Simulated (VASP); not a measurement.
# LuTe4W (F-43m) in VASP: notebook

The runs below take LuTe4W through single point, relaxation of cell and atoms, with PBE.

Program: VASP 6.6.1. These are calculated values, not measurements. Logs are shortened: lines on timing, memory, paths and dates and some standing lists are left out, and cuts for length are marked.

## (1) The cell of the first run

The structure is cubic, space group F-43m (No. 216). Conventional cell: a = 8.649 Å, b = 8.649 Å, c = 8.649 Å, α = 90.00°, β = 90.00°, γ = 90.00°. Within 4.7 Å of Lu (site symmetry -43m) lie 12 Te at 3.59 Å and 4 W at 3.75 Å. Within 4.0 Å of Te (site symmetry 3m) lie 6 Te at 3.04 to 3.07 Å and 3 W at 3.58 Å and 3 Lu at 3.59 Å. W (site symmetry -43m) has 12 Te at 3.58 Å and 4 Lu at 3.75 Å within 4.7 Å.

The cell was built from a structure type or drawn by symmetry, and may not be a known phase.

## (2) Single point, PBE

The input, INCAR:

```
SYSTEM = LuTe4W
ALGO = Normal
EDIFF = 1E-7
ENCUT = 520
GGA = PE
ISIF = 2
ISMEAR = 0
LASPH = .True.
LCHARG = .True.
LELF = .True.
LREAL = .False.
LVHAR = .True.
LWAVE = .False.
NBANDS = 40
NELM = 100
PREC = Accurate
SIGMA = 0.1
```

The input, KPOINTS:

```
k-points
0
Gamma
  8 8 8
  0 0 0
```

The input, POSCAR:

```
LuTe4W
1.0
    0.0000000000      4.3244434942      4.3244434942
    4.3244434942      0.0000000000      4.3244434942
    4.3244434942      4.3244434942      0.0000000000
Lu Te W
1 4 1
Direct
    0.7500000000      0.7500000000      0.7500000000
    0.6229437160      0.1256854280      0.1256854280
    0.1256854280      0.6229437160      0.1256854280
    0.1256854280      0.1256854280      0.6229437160
    0.1256854280      0.1256854280      0.1256854280
    0.5000000000      0.5000000000      0.5000000000
```

Potentials or basis: VASP PAW PBE potentials, release 64 (Lu, Te, W_sv).

Command:

```console
$ cat potpaw_PBE.64/Lu/POTCAR potpaw_PBE.64/Te/POTCAR potpaw_PBE.64/W_sv/POTCAR > POTCAR
$ mpirun -np 1 vasp_std > vasp.out
```

OUTCAR:

```text
SYSTEM = LuTe4W
   EDIFF = 1E-7
   ENCUT = 520
   GGA = PE
   ISIF = 2
   ISMEAR = 0
   LASPH = .True.
   LREAL = .False.
   NELM = 100
   PREC = Accurate

 ion  position               nearest neighbor table
   1  0.750  0.750  0.750-   2 3.59   3 3.59   4 3.59   5 3.59   5 3.59   5 3.59   2 3.59   4 3.59
                             3 3.59   3 3.59   4 3.59   2 3.59
   2  0.623  0.126  0.126-   3 3.04   4 3.04   5 3.04   5 3.07   4 3.07   3 3.07   6 3.58   6 3.58
                             6 3.58   1 3.59   1 3.59   1 3.59
   3  0.126  0.623  0.126-   2 3.04   4 3.04   5 3.04   4 3.07   5 3.07   2 3.07   6 3.58   6 3.58
                             6 3.58   1 3.59   1 3.59   1 3.59
   4  0.126  0.126  0.623-   2 3.04   3 3.04   5 3.04   5 3.07   3 3.07   2 3.07   6 3.58   6 3.58
                             6 3.58   1 3.59   1 3.59   1 3.59
   5  0.126  0.126  0.126-   2 3.04   3 3.04   4 3.04   4 3.07   3 3.07   2 3.07   6 3.58   6 3.58
                             6 3.58   1 3.59   1 3.59   1 3.59
   6  0.500  0.500  0.500-   3 3.58   4 3.58   2 3.58   4 3.58   2 3.58   3 3.58   5 3.58   5 3.58
                             5 3.58   2 3.58   3 3.58   4 3.58

  LATTYP: Found a face centered cubic cell.
 ALAT       =     8.6488869884

  Lattice vectors:

 A1 = (   0.0000000000,   4.3244434942,   4.3244434942)
 A2 = (   4.3244434942,   0.0000000000,   4.3244434942)
 A3 = (   4.3244434942,   4.3244434942,   0.0000000000)

Analysis of symmetry for initial positions (statically):
=====================================================================
 Subroutine PRICEL returns:
 Original cell was already a primitive cell.

 Routine SETGRP: Setting up the symmetry group for a
 face centered cubic supercell.

 Subroutine GETGRP returns: Found 24 space group operations
 (whereof 24 operations were pure point group operations)
 out of a pool of 48 trial point group operations.

The static configuration has the point symmetry T_d .

Analysis of symmetry for dynamics (positions and initial velocities):
=====================================================================
 Subroutine PRICEL returns:
 Original cell was already a primitive cell.

 Routine SETGRP: Setting up the symmetry group for a
 face centered cubic supercell.

 Subroutine GETGRP returns: Found 24 space group operations
 (whereof 24 operations were pure point group operations)
 out of a pool of 48 trial point group operations.

The dynamic configuration has the point symmetry T_d .

 Subroutine INISYM returns: Found 24 space group operations
 (whereof 24 operations are pure point group operations),
 and found     1 'primitive' translations

----------------------------------------------------------------------------------------

                                     Primitive cell

  volume of cell :     161.7412

  direct lattice vectors                    reciprocal lattice vectors
     0.000000000  4.324443494  4.324443494    -0.115621814  0.115621814  0.115621814
     4.324443494  0.000000000  4.324443494     0.115621814 -0.115621814  0.115621814
     4.324443494  4.324443494  0.000000000     0.115621814  0.115621814 -0.115621814

  length of vectors
     6.115686639  6.115686639  6.115686639     0.200262856  0.200262856  0.200262856

  position of ions in fractional coordinates (direct lattice)
     0.750000000  0.750000000  0.750000000
     0.622943716  0.125685428  0.125685428
     0.125685428  0.622943716  0.125685428
     0.125685428  0.125685428  0.622943716
     0.125685428  0.125685428  0.125685428
     0.500000000  0.500000000  0.500000000

  ion indices of the primitive-cell ions
   primitive index   ion index
                 1           1
                 2           2
                 3           3
                 4           4
                 5           5
                 6           6

----------------------------------------------------------------------------------------

 KPOINTS: k-points

Automatic generation of k-mesh.
 Grid dimensions read from file:
 generate k-points for:    8    8    8

 Generating k-lattice:

  Cartesian coordinates                     Fractional coordinates (reciprocal lattice)
    -0.014452727  0.014452727  0.014452727     0.125000000  0.000000000  0.000000000
     0.014452727 -0.014452727  0.014452727     0.000000000  0.125000000  0.000000000
     0.014452727  0.014452727 -0.014452727     0.000000000  0.000000000  0.125000000

  Length of vectors
     0.025032857  0.025032857  0.025032857

  Shift w.r.t. Gamma in fractional coordinates (k-lattice)
     0.000000000  0.000000000  0.000000000

 Subroutine IBZKPT returns following result:
 ===========================================

 Found     29 irreducible k-points:

 Following reciprocal coordinates:
            Coordinates               Weight
  0.000000  0.000000  0.000000      1.000000
  0.125000  0.000000  0.000000      8.000000
  0.250000  0.000000  0.000000      8.000000
  0.375000  0.000000  0.000000      8.000000
  0.500000  0.000000  0.000000      4.000000
  0.125000  0.125000  0.000000      6.000000
[... 16 lines left out ...]
  0.500000  0.250000  0.125000     48.000000
 -0.375000  0.250000  0.125000     24.000000
 [... further k-points ...]
   k-points           NKPTS =     29   k-points in BZ     NKDIM =     29   number of bands    NBANDS=     40
   number of dos      NEDOS =    301   number of ions     NIONS =      6
   total plane-waves  NPLWV = 110592
   dimension x,y,z NGX =    48 NGY =   48 NGZ =   48
   dimension x,y,z NGXF=    96 NGYF=   96 NGZF=   96
   ions per type =               1   4   1
   NGX,Y,Z   is equivalent  to a cutoff of  13.05, 13.05, 13.05 a.u.
   NGXF,Y,Z  is equivalent  to a cutoff of  26.10, 26.10, 26.10 a.u.
 SYSTEM =  LuTe4W
   PREC   = accura    normal or accurate (medium, high low for compatibility)
   ISTART =      0    job   : 0-new  1-cont  2-samecut
   ICHARG =      2    charge: 1-file 2-atom 10-const
   ISPIN  =      1    spin polarized calculation?
   LNONCOLLINEAR =      F non collinear calculations
   LSORBIT =      F    spin-orbit coupling
   LASPH  =      T    aspherical Exc in radial PAW
   ENCUT  =  520.0 eV  38.22 Ry    6.18 a.u.  11.37 11.37 11.37*2*pi/ulx,y,z
   NELM   =    100;   NELMIN=  2; NELMDL= -5     # of ELM steps
   EDIFF  = 0.1E-06   stopping-criterion for ELM
   LREAL  =      F    real-space projection
   EDIFFG = 0.1E-05   stopping-criterion for IOM
   NSW    =      0    number of steps for IOM
   IBRION =     -1    ionic relax: 0-MD 1-quasi-New 2-CG
   NFREE  =      0    steps in history (QN), initial steepest desc. (CG)
   ISIF   =      2    stress and relaxation
   ISYM   =      2    0-nonsym 1-usesym 2-fastsym
   POTIM  = 0.5000    time-step for ionic-motion
   TEBEG  =    0.0;   TEEND  =   0.0 temperature during run
   PSTRESS=    0.0 pullay stress
   NELECT =      63.0000    total number of electrons
   NUPDOWN=      -1.0000    fix difference up-down
   EMIN   =  10.00;   EMAX   =-10.00  energy-range for DOS
   EFERMI =   0.00;   METHOD = LEGACY
   ISMEAR =     0;   SIGMA  =   0.10  broadening in eV -4-tet -1-fermi 0-gaus
   EFERMI_NEDOS =   21; number of points for ismear=-14 and -15
   IALGO  =     38    algorithm
   IMIX   =      4    mixing-type and parameters
     AMIX     =   0.40;   BMIX     =  1.00
     AMIX_MAG =   1.60;   BMIX_MAG =  1.00
  volume/ion in A,a.u.               =      26.96       181.91
  Fermi-wavevector in a.u.,A,eV,Ry     =   1.195588  2.259333 19.448577  1.429430
  Thomas-Fermi vector in A             =   2.331549
   LORBIT       =      0    0 simple, 1 ext, 2 COOP (PROOUT), +10 PAW based schemes
   GGA     = PE    functional components
   LHFCALC =     F    Hartree Fock is set to
   AEXX    =    0.0000 exact exchange contribution
   IVDW    =     0    specifies the selected vdW correction
   LEPSILON=     F    determine dielectric tensor
   LRPA    =     F    only Hartree local field effects (RPA)
 non-spin polarized calculation
 Gauss-broadening in eV      SIGMA  =   0.10
  energy-cutoff  :      520.00
  volume of cell :      161.74
 maximum number of plane-waves:      4380
 NGX is ok and might be reduce to    48
   NGX = 23   NGY = 23   NGZ = 23

 number of electron      63.0000003 magnetization

 Free energy of the ion-electron system (eV)
  ---------------------------------------------------
  ext. energy  EPLUGINS =         0.00000000
  ---------------------------------------------------
  free energy    TOTEN  =       -23.28267097 eV

  energy without entropy =      -23.23026667  energy(sigma->0) =      -23.25646882

 E-fermi :   7.6103     XC(G=0): -10.5001

 val. band max:        7.6065374759   @ k =   0.2500   0.2500   0.0000
 cond. band min:       7.6185451132   @ k =  -0.2500   0.3750   0.1250
 fundamental gap:      0.0120076373
 Fermi energy:         7.6102958571

 k-point     1 :       0.0000    0.0000    0.0000
  band No.  band energies     occupation
      1     -66.7919      2.00000
      2     -49.7733      2.00000
      3     -30.9000      2.00000
      4     -30.9000      2.00000
      5     -30.9000      2.00000
      6     -20.3740      2.00000
[... 32 lines left out ...]
     39       9.8885      0.00000
     40       9.8885      0.00000

 k-point     2 :       0.1250    0.0000    0.0000
  band No.  band energies     occupation
      1     -66.7919      2.00000
      2     -49.7733      2.00000
      3     -30.9000      2.00000
      4     -30.9000      2.00000
      5     -30.9000      2.00000
      6     -20.3742      2.00000
[... 32 lines left out ...]
     39       9.8808      0.00000
     40       9.8808      0.00000

 k-point     3 :       0.2500    0.0000    0.0000
  band No.  band energies     occupation
      1     -66.7919      2.00000
      2     -49.7733      2.00000
      3     -30.9000      2.00000
      4     -30.9000      2.00000
      5     -30.9000      2.00000
      6     -20.3745      2.00000
[... 32 lines left out ...]
     39       9.8672      0.00000
     40       9.8672      0.00000

 k-point     4 :       0.3750    0.0000    0.0000
  band No.  band energies     occupation
      1     -66.7919      2.00000
      2     -49.7733      2.00000
      3     -30.9001      2.00000
      4     -30.9000      2.00000
      5     -30.9000      2.00000
      6     -20.3749      2.00000
[... 32 lines left out ...]
     39      10.2167      0.00000
     40      10.2167      0.00000
[... 772 lines left out ...]
     39       9.6084      0.00000
     40       9.7757      0.00000

 k-point    23 :       0.5000    0.2500    0.1250
  band No.  band energies     occupation
      1     -66.7919      2.00000
      2     -49.7733      2.00000
      3     -30.9001      2.00000
      4     -30.9000      2.00000
      5     -30.9000      2.00000
      6     -20.3748      2.00000
[... 32 lines left out ...]
     39       9.7236      0.00000
     40      10.0920      0.00000

 k-point    24 :      -0.3750    0.2500    0.1250
  band No.  band energies     occupation
      1     -66.7919      2.00000
      2     -49.7733      2.00000
      3     -30.9001      2.00000
      4     -30.9000      2.00000
      5     -30.9000      2.00000
      6     -20.3749      2.00000
[... 32 lines left out ...]
     39       9.9801      0.00000
     40      10.2540      0.00000

 [... further k-points ...]
[... 5 lines left out ...]
  --------------------------------------------------------------------------------------
  -------------------------------------------------------------------------------------
  Total       -0.0324134     -0.0324134     -0.0324134      0.0000000     -0.0000000      0.0000000
  in kB       -0.3210813     -0.3210813     -0.3210813      0.0000000     -0.0000000      0.0000000
  external PRESSURE =      -0.3210813 kB  Pullay stress =       0.0000000 kB

 VOLUME and BASIS-vectors are now :
 -----------------------------------------------------------------------------
  energy-cutoff  :      520.00
  volume of cell :      161.74
      direct lattice vectors                 reciprocal lattice vectors
     0.000000000  4.324443494  4.324443494    -0.115621814  0.115621814  0.115621814
     4.324443494  0.000000000  4.324443494     0.115621814 -0.115621814  0.115621814
     4.324443494  4.324443494  0.000000000     0.115621814  0.115621814 -0.115621814

 POSITION                                       TOTAL-FORCE (eV/Angst)
 -----------------------------------------------------------------------------------
      6.48667      6.48667      6.48667         0.000000      0.000000      0.000000
      1.08704      3.23740      3.23740         0.000420     -0.000420     -0.000420
      3.23740      1.08704      3.23740        -0.000420      0.000420     -0.000420
      3.23740      3.23740      1.08704        -0.000420     -0.000420      0.000420
      1.08704      1.08704      1.08704         0.000420      0.000420      0.000420
      4.32444      4.32444      4.32444         0.000000      0.000000      0.000000
 -----------------------------------------------------------------------------------
    total drift:                               -0.000000     -0.000000     -0.000000

  FREE ENERGIE OF THE ION-ELECTRON SYSTEM (eV)
  ---------------------------------------------------
  free  energy   TOTEN  =       -23.2826709671 eV

  energy  without entropy=      -23.2302666683  energy(sigma->0) =      -23.25646882
```

Run time: 2.8 min. Hardware: 1 thread of Intel Xeon 6975P-C (Granite Rapids), shared host; peak memory 0.43 GiB.

Results:

```yaml
Free_energy: -23.2827 eV
Pressure: 0.0 GPa
Band_gap_on_the_k_mesh: zero (an odd number of electrons rules out a gap without spin polarisation)
```

Levels at points of the mesh, in eV from the Fermi level:
```
           k point  band 29  band 30  band 31  band 32  band 33  band 34
(0.00, 0.00, 0.00)    -0.26     0.76     0.76     1.39     1.39     1.39
(0.50, 0.00, 0.00)    -1.78    -0.15    -0.02    -0.02     0.52     0.52
(0.50, 0.50, 0.00)    -2.73    -0.52    -0.52    -0.09     0.28     1.07
```

Caveat: spin-orbit coupling is left out, which moves the levels of the heavy elements.

## (3) Relaxation of cell and atoms, PBE

This run uses another cell than the first one, of 28.52 Å³/atom.

The input, INCAR:

```
SYSTEM = LuTe4W
PREC = Accurate
ENCUT = 600
EDIFF = 1E-6
ISMEAR = 0
SIGMA = 0.1
LREAL = .FALSE.
LASPH = .TRUE.
NELM = 100
ALGO = Normal
ISIF = 3
LWAVE = .FALSE.
LCHARG = .FALSE.
GGA = PE
IBRION = 2
NSW = 100
EDIFFG = -0.01
```

The input, KPOINTS:

```
Automatic mesh
0
G
  8 8 8
  0 0 0
```

The input, POSCAR:

```
LuTe4W
1.0
    0.0000000000      4.4064599200      4.4064599200
    4.4064599200      0.0000000000      4.4064599200
    4.4064599200      4.4064599200      0.0000000000
Lu Te W
1 4 1
Direct
    0.7500000000      0.7500000000      0.7500000000
    0.6227704100      0.1257432000      0.1257432000
    0.1257432000      0.6227704100      0.1257432000
    0.1257432000      0.1257432000      0.6227704100
    0.1257432000      0.1257432000      0.1257432000
    0.5000000000      0.5000000000      0.5000000000
```

Potentials or basis: VASP PAW PBE potentials, release 64 (Lu, Te, W_sv).

Command:

```console
$ cat potpaw_PBE.64/Lu/POTCAR potpaw_PBE.64/Te/POTCAR potpaw_PBE.64/W_sv/POTCAR > POTCAR
$ mpirun -np 1 vasp_std > vasp.out
```

Wall time 15 min (1 thread of Intel Xeon 6975P-C (Granite Rapids), shared host); peak memory 0.55 GiB.

It converged, with:

| Quantity | Value |
| --- | --- |
| Free energy | -23.2831 eV |
| Relaxed volume | 26.92 Å³/atom |
| Relaxed cell | a = 6.113 Å, b = 6.113 Å, c = 6.113 Å, α = 60.00°, β = 60.00°, γ = 60.00° |
| Space group after relaxing (to 0.1 Å) | F-43m (No. 216) |
| Energy gained by relaxing | 15.6 meV/atom |
| Ionic steps | 5 |
| Pressure after relaxing | 0.1 GPa |
| Band gap on the k mesh | zero (an odd number of electrons rules out a gap without spin polarisation) |

Step by step:
| step | energy change (eV) | largest force (eV/Å) | pressure (GPa) | volume (Å³) |
| --- | --- | --- | --- | --- |
| 1 | 0.0000 | 0.0111 | -3.03 | 171.12 |
| 2 | -0.0777 | 0.0483 | 1.48 | 158.12 |
| 3 | -0.0936 | 0.0278 | -0.02 | 161.72 |
| 4 | -0.0936 | 0.0287 | 0.04 | 161.54 |
| 5 | -0.0936 | 0.0015 | 0.06 | 161.53 |

Final structure:
```xyz
6
Lattice="0.0000 4.3225 4.3225 4.3225 0.0000 4.3225 4.3225 4.3225 0.0000" Properties=species:S:1:pos:R:3 pbc="T T T"
Lu    6.4838    6.4838    6.4838
Te    1.0865    3.2360    3.2360
Te    3.2360    1.0865    3.2360
Te    3.2360    3.2360    1.0865
Te    1.0865    1.0865    1.0865
W     4.3225    4.3225    4.3225
```

Levels at points of the mesh, in eV from the Fermi level:
| k point | band 28 | band 29 | band 30 | band 31 | band 32 | band 33 | band 34 | band 35 |
| --- | --- | --- | --- | --- | --- | --- | --- | --- |
| (0.00, 0.00, 0.00) | -0.26 | -0.26 | 0.76 | 0.76 | 1.39 | 1.39 | 1.39 | 1.46 |
| (0.50, 0.00, 0.00) | -2.61 | -1.78 | -0.15 | -0.02 | -0.02 | 0.52 | 0.52 | 1.32 |
| (0.50, 0.50, 0.00) | -2.73 | -2.73 | -0.53 | -0.53 | -0.09 | 0.28 | 1.08 | 1.18 |

Caveat: spin-orbit coupling is left out, which moves the levels of the heavy elements.
